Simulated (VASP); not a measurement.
## Ir: single point with LDA

The system is Ir.

```xyz
2
Lattice="2.5790 0.0000 0.0000 -1.2895 2.2335 0.0000 0.0000 0.0000 4.3862" Properties=species:S:1:pos:R:3 pbc="T T T"
Ir    1.2895    0.7445    3.2897
Ir    0.0000    1.4890    1.0966
```

```
Program             : VASP 6.6.1
Task                : single point
Functional          : LDA
Potentials or basis : VASP PAW LDA potentials, release 64 (Ir)
Cutoff              : 500 eV
k mesh              : 18 × 18 × 10
Occupations         : gaussian, width 0.15 eV
Spin                : no spin polarisation
```

| Item | Value |
| --- | --- |
| Pressure | 53.8 GPa |
| Band gap on the k mesh | zero (band 9 reaches 14.08 eV, above the bottom of band 10 at 9.70 eV) |

Stress tensor (GPa, compression positive):
```
63.30  0.00  0.00
 0.00 63.30  0.00
 0.00  0.00 34.76
```

Levels at points of the mesh, in eV from the Fermi level:
| k point | band 5 | band 6 | band 7 | band 8 | band 9 | band 10 | band 11 | band 12 | band 13 | band 14 |
| --- | --- | --- | --- | --- | --- | --- | --- | --- | --- | --- |
| (0.00, 0.00, 0.00) | -4.54 | -3.87 | -3.87 | -2.30 | -2.30 | -1.51 | 0.45 | 0.45 | 7.61 | 14.35 |
| (0.50, 0.00, 0.00) | -4.45 | -3.78 | -3.71 | 1.05 | 1.36 | 1.76 | 3.66 | 5.32 | 9.21 | 10.75 |
| (0.00, 0.00, 0.50) | -4.56 | -4.56 | -4.56 | -4.56 | -0.44 | -0.44 | -0.44 | -0.44 | 13.62 | 13.62 |
| (0.50, 0.00, 0.50) | -2.28 | -2.28 | -1.10 | -1.10 | 1.58 | 1.58 | 2.35 | 2.35 | 9.13 | 9.13 |

Run time: 28 s on 1 thread of Intel(R) Xeon(R) 6975P-C (Granite Rapids) (shared host), peak memory 0.18 GiB.

Caveat: spin-orbit coupling is left out, which moves the levels of the heavy elements.
